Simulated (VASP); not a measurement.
# Au: relaxation of cell and atoms with PBE

The system is Au.

```xyz
1
Lattice="2.8130 0.0000 0.0000 -1.4065 2.4362 0.0000 0.0000 0.0000 2.8087" Properties=species:S:1:pos:R:3 pbc="T T T"
Au    0.0000    0.0000    0.0000
```

This isn't the form of Au at room conditions, which is fcc.

* Program: VASP 6.6.1
* Task: relaxation of cell and atoms
* Functional: PBE
* Potentials or basis: VASP PAW PBE potentials, release 64 (Au)
* Cutoff: 600 eV
* k mesh: 18 × 18 × 14
* Occupations: gaussian, width 0.1 eV
* Spin: no spin polarisation
* Dipole correction: no
* Further INCAR settings: ALGO = Normal; EDIFF = 1e-06; IBRION = 2; EDIFFG = -0.01; NSW = 100; ISIF = 3

```
Relaxed volume                        : 19.34 Å³/atom
Relaxed cell                          : a = 2.823 Å, b = 2.823 Å, c = 2.803 Å, α = 90.00°, β = 90.00°, γ = 120.00°
Space group after relaxing (to 0.1 Å) : P6/mmm (No. 191)
Energy gained by relaxing             : 0.5 meV/atom
Ionic steps                           : 4
Pressure after relaxing               : 0.0 GPa
Band gap on the k mesh                : zero (an odd number of electrons rules out a gap without spin polarisation)
```

The path:
```csv
step,energy change (eV),largest force (eV/Å),pressure (GPa),volume (Å³)
1,0.0000,0.0000,0.72,19.25
2,0.0000,0.0000,-0.95,19.49
3,-0.0004,0.0000,-0.12,19.37
4,-0.0005,0.0000,0.02,19.34
```

Final structure:
```
Au
1.0
     2.82256    0.00000    0.00000
    -1.41128    2.44441    0.00000
     0.00000    0.00000    2.80318
Au
1
Direct
  0.00000 0.00000 0.00000
```

Levels at points of the mesh, in eV from the Fermi level:
| k point | band 4 | band 5 | band 6 | band 7 | band 8 | band 9 |
| --- | --- | --- | --- | --- | --- | --- |
| (0.00, 0.00, 0.00) | -4.13 | -1.71 | -1.71 | 12.32 | 15.36 | 19.01 |
| (0.50, 0.00, 0.00) | -2.07 | -1.28 | -0.17 | 3.02 | 12.11 | 16.62 |
| (0.00, 0.00, 0.50) | -2.83 | -2.83 | -1.16 | 1.26 | 17.68 | 20.18 |
| (0.50, 0.00, 0.50) | -1.19 | -0.82 | 3.80 | 4.70 | 7.51 | 12.51 |

Run time: 2.9 min on 1 thread of Intel Xeon 8259CL (shared host), peak memory 0.2 GiB.

Caveat: spin-orbit coupling is left out, which moves the levels of the heavy elements.
